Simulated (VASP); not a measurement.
Ba8Ti8O23 (a cell with a defect): single point with PBE

System: Ba8Ti8O23 (a cell with a defect).

```
Ba Ti O
1.0
     7.96820    0.00000    0.00000
     0.00000    5.67410    5.69160
     0.00000   -5.67410    5.69160
Ba Ti O
8 8 23
Cartesian
  0.0431 -0.0283 0.0432
  0.0307 -2.8368 2.8350
  0.0795 2.8370 2.9408
  0.0430 0.0287 5.7349
  3.8957 -0.0440 0.0337
  3.8994 -2.8370 2.8112
  3.8978 2.8374 2.9100
  3.8961 0.0444 5.7258
  1.9319 0.0078 2.9319
  1.9051 -2.8369 5.7886
  1.9242 2.8373 5.7995
  1.9308 -0.0073 8.6234
  5.9464 -0.0356 3.0715
  5.8519 -2.8362 5.5175
  5.9133 2.8375 5.8276
  5.9461 0.0356 8.7634
  -0.0327 0.0408 2.7602
  2.0056 -1.3690 4.1510
  2.0056 1.3672 4.2289
  0.0637 -2.8378 5.5442
  2.0013 -4.2423 7.0341
  2.0009 -1.4313 7.0339
  0.0465 2.8371 5.6658
  2.0042 1.4410 7.0631
  2.0039 4.2334 7.0631
  -0.0320 -0.0397 8.4523
  2.0055 -1.3670 9.9205
  2.0065 1.3694 9.8426
  4.0881 0.0463 2.7527
  5.9893 -1.3214 4.3810
  5.9992 1.4014 4.2012
  3.9905 -2.8368 5.5432
  6.0031 -2.8314 7.2462
  4.0262 2.8374 5.6633
  5.9964 1.4040 7.0672
  5.9962 4.2708 7.0674
  4.0887 -0.0463 8.4442
  5.9998 -1.4007 9.8939
  5.9887 1.3217 10.0728
```

```yaml
Program: VASP 6.6.1
Task: single point
Functional: PBE
Potentials_or_basis: VASP PAW PBE potentials, release 64 (Ba_sv, Ti_sv, O)
Cutoff: 520 eV
k_mesh: 2 × 2 × 2
Occupations: gaussian, width 0.02 eV
Spin: no spin polarisation
```

The largest force is 0.112 eV/Å.

Forces on the atoms (eV/Å):
```
Ba  -0.046  0.031 -0.028
Ba  -0.047 -0.001 -0.016
Ba   0.088  0.001  0.009
Ba  -0.046 -0.033 -0.027
Ba   0.067  0.040 -0.037
Ba   0.067  0.000 -0.007
Ba  -0.062 -0.001  0.006
Ba   0.067 -0.040 -0.037
Ti   0.004  0.004 -0.073
Ti   0.094  0.000 -0.062
Ti   0.047 -0.002 -0.073
Ti   0.000 -0.004 -0.071
Ti   0.025 -0.007 -0.094
Ti   0.069  0.000 -0.019
Ti   0.051 -0.001 -0.061
Ti   0.027  0.007 -0.094
O   -0.013 -0.003  0.033
O   -0.008 -0.025  0.061
O   -0.002  0.018  0.050
O   -0.069  0.001  0.033
O   -0.011 -0.017  0.049
O   -0.010  0.016  0.049
O   -0.051  0.000  0.013
O   -0.013 -0.020  0.038
O   -0.012  0.019  0.037
O   -0.015  0.001  0.033
O   -0.003 -0.018  0.050
O   -0.010  0.025  0.061
O   -0.025  0.003  0.023
O   -0.017 -0.046  0.000
O    0.001  0.045  0.045
O   -0.063 -0.002  0.038
O   -0.013  0.008 -0.089
O   -0.029 -0.001  0.001
O    0.001 -0.042  0.043
O    0.000  0.043  0.044
O   -0.027 -0.001  0.024
O    0.002 -0.045  0.045
O   -0.016  0.045  0.000
```

Levels at points of the mesh, in eV from the Fermi level:
```csv
k point,band 152,band 153,band 154,band 155,band 156,band 157,band 158,band 159,band 160,band 161
"(0.00, 0.00, 0.00)",-0.47,-0.30,-0.25,-0.16,-0.15,2.15,2.29,2.36,2.44,2.49
"(0.50, 0.00, 0.00)",-0.60,-0.52,-0.51,-0.40,-0.25,2.34,2.46,2.77,2.79,2.85
"(0.00, 0.50, 0.00)",-0.64,-0.58,-0.55,-0.30,-0.16,2.25,2.41,2.65,2.86,2.92
"(0.00, 0.00, 0.50)",-0.64,-0.58,-0.55,-0.30,-0.16,2.25,2.41,2.65,2.85,2.92
"(0.50, 0.50, 0.00)",-0.63,-0.62,-0.57,-0.55,-0.37,2.60,2.74,2.80,2.83,2.92
"(0.50, 0.00, 0.50)",-0.63,-0.62,-0.57,-0.55,-0.37,2.60,2.74,2.80,2.83,2.92
"(0.00, 0.50, 0.50)",-0.67,-0.65,-0.63,-0.58,-0.32,2.59,2.69,2.82,2.88,2.92
"(0.50, 0.50, 0.50)",-0.69,-0.68,-0.64,-0.61,-0.47,2.70,2.73,2.89,2.91,3.09
```

It took 13 min on 4 MPI ranks on Intel(R) Xeon(R) Platinum 8375C CPU @ 2.90GHz (Ice Lake) (shared host), peak memory 0.48 GiB a rank.

Caveat: the cell carries a net charge on a neutralising background, which shifts energy and pressure; the cell is charged against a uniform background, so pressure and absolute levels hang on convention; spin-orbit coupling is left out, which moves the levels of the heavy elements.
